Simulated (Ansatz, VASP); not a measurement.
La3N in VASP and in Ansatz

The input INCAR:

```
  PREC = Accurate
  ENCUT = 600
  EDIFF = 1E-6
  ISMEAR = 0
  SIGMA = 0.1
  LREAL = F
  LASPH = T
  NELM = 60
  ALGO = Normal
  ISIF = 3
  LWAVE = F
  LCHARG = F
  GGA = PE
  IBRION = 2
  NSW = 90
  EDIFFG = -0.04
```

File KPOINTS:

```
Automatic mesh
0
Gamma
  4 4 4
```

POSCAR

```
La3N
1.0
   -3.0604313600      3.0604313600      3.0604313600
    3.0604313600     -3.0604313600      3.0604313600
    3.0604313600      3.0604313600     -3.0604313600
La N
3 1
Direct
    0.0000000000      0.5000000000      0.5000000000
    0.5000000000      0.0000000000      0.5000000000
    0.5000000000      0.5000000000      0.0000000000
    0.0000000000      0.0000000000      0.0000000000
```

Input for Ansatz:

```yaml
crystal:
  lattice:
    - [-3.06043136, 3.06043136, 3.06043136]
    - [3.06043136, -3.06043136, 3.06043136]
    - [3.06043136, 3.06043136, -3.06043136]
  atoms:
    - { symbol: La, position: [0.0, 0.5, 0.5] }
    - { symbol: La, position: [0.5, 0.0, 0.5] }
    - { symbol: La, position: [0.5, 0.5, 0.0] }
    - { symbol: "N", position: [0.0, 0.0, 0.0] }
basis:
  ecutwfc: 420
kpoints:
  mp_grid: { grid: [4, 4, 4] }
hamiltonian:
  xc: pbe
scf:
  occupations: { method: gaussian, width: 0.1 }
  lower_state_search: "off"
output:
  forces: true
  stress: true
  eigenvalues: true
relax:
  adjacent_minimum: "off"
  f_tol: 0.04
  max_steps: 70
  cell: { stress_tol: 0.4 }
```

Alike in both runs: task relaxation of cell and atoms; functional PBE; k mesh 4 × 4 × 4; occupations gaussian, width 0.1 eV; no spin polarisation.

|  | VASP | Ansatz |
| --- | --- | --- |
| version | VASP 6.6.1 | Ansatz 0.2.0 |
| potentials or method | VASP PAW PBE potentials, release 64 (La, N), cutoff 600 eV | scalar-relativistic, plane waves, PAW |
| valence electrons in the cell | 38 | 38 |

VASP gave:

- gap on the k mesh at the Fermi level, each at its own relaxed structure (eV): none
- relaxed volume (Å³/atom): 24.61
- relaxed cell length with the largest relative difference (Å): 5.038

Question: What did Ansatz give for the same quantities?

Answer: gap on the k mesh at the Fermi level, each at its own relaxed structure (eV): none; relaxed volume (Å³/atom): 24.67; relaxed cell length with the largest relative difference (Å): 5.042.

A gap of «none» marks a metal or a gap that the smearing closes.

The k mesh is coarse, so the values compare programs but aren't converged. Spin-orbit coupling is off throughout.
